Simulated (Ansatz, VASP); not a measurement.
## CsPbI2Br in VASP and in Ansatz

The input INCAR:

```
ALGO = Normal
EDIFF = 1E-6
ENCUT = 520
GGA = PE
ISIF = 2
ISMEAR = 0
LASPH = T
LCHARG = F
LREAL = F
LWAVE = F
NBANDS = 30
NELM = 80
PREC = Accurate
SIGMA = 0.01
```

KPOINTS

```
k-points
0
Gamma
  4 4 4
```

Contents of POSCAR:

```
CsPbI2Br
1.0
    6.3651183266      0.0000000000      0.0000000000
    0.0000000000      6.3651183266      0.0000000000
    0.0000000000      0.0000000000      5.9242421253
Cs Pb I Br
1 1 2 1
Direct
    0.5000000000      0.5000000000      0.5000000000
    0.0000000000      0.0000000000      0.0000000000
    0.0000000000      0.5000000000      0.0000000000
    0.5000000000      0.0000000000      0.0000000000
    0.0000000000      0.0000000000      0.5000000000
```

Input for Ansatz:

```yaml
crystal:
  lattice:
    - [6.3651183266, 0.0, 0.0]
    - [0.0, 6.3651183266, 0.0]
    - [0.0, 0.0, 5.9242421253]
  atoms:
    - { symbol: Cs, position: [0.5, 0.5, 0.5] }
    - { symbol: Pb, position: [0.0, 0.0, 0.0] }
    - { symbol: I, position: [0.0, 0.5, 0.0] }
    - { symbol: I, position: [0.5, 0.0, 0.0] }
    - { symbol: Br, position: [0.0, 0.0, 0.5] }
kpoints:
  mp_grid: { grid: [4, 4, 4] }
hamiltonian:
  xc: pbe
scf:
  occupations: { method: fixed }
  n_extra_bands: 5
output:
  forces: true
  stress: true
  eigenvalues: true
  write_density: true
  write_potential: true
  elf: true
  volumetric_format: npy
```

Alike in both runs: task single point; functional PBE; k mesh 4 × 4 × 4; no spin polarisation.

```csv
,VASP,Ansatz
version,VASP 6.6.1,Ansatz 0.2.0
potentials or method,"VASP PAW PBE potentials, release 64 (Cs_sv, Pb_d, I, Br)","plane waves, PAW"
plane-wave cutoff (eV),520,420
occupations,"gaussian, width 0.01 eV",fixed
valence electrons in the cell,44,64
```

```tsv
	VASP	Ansatz	Ansatz less VASP
gap on the k mesh at the Fermi level (eV)	1.42	1.42	-0.002
pressure (GPa)	0.5	0.5	+0.01
traceless stress, the component that is largest in VASP (GPa)	0.06	0.05	-0.008
```

VASP's potentials hold 44 valence electrons a cell and Ansatz's 64, so a difference there can come from the potentials and not from the codes.

Neither program's run includes spin-orbit coupling.
